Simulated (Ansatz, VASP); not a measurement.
**RuRh2: VASP beside Ansatz**

```
CELL_PARAMETERS angstrom
4.30680 0.00000 0.00000
-2.15340 3.72980 0.00000
0.00000 0.00000 2.66968
ATOMIC_POSITIONS crystal
Ru 0.00000 0.00000 0.00000
Rh 0.33333 0.66667 0.50000
Rh 0.66667 0.33333 0.50000
```

Alike in both runs: functional PBE; k mesh 6 × 6 × 6; occupations gaussian, width 0.1 eV; no spin polarisation.

Ansatz relaxed the structure, and its values are those at the end. VASP's run is a single point on that final structure, the one shown.

|  | VASP | Ansatz |
| --- | --- | --- |
| version | VASP 6.6.1 | Ansatz 0.2.0 |
| potentials or method | VASP PAW PBE potentials, release 64 (Ru_pv, Rh_pv), cutoff 520 eV | scalar-relativistic, plane waves, PAW |
| valence electrons in the cell | 44 | 50 |

|  | VASP | Ansatz | Ansatz less VASP |
| --- | --- | --- | --- |
| gap on the k mesh at the Fermi level (eV) | none | none | - |
| pressure (GPa) | -0.1 | 0.0 | +0.06 |

A gap of «none» marks a metal or a gap that the smearing closes. VASP's potentials hold 44 valence electrons a cell and Ansatz's 50, so a difference there can come from the potentials and not from the codes.

The k mesh is coarse, so the values compare programs but aren't converged.
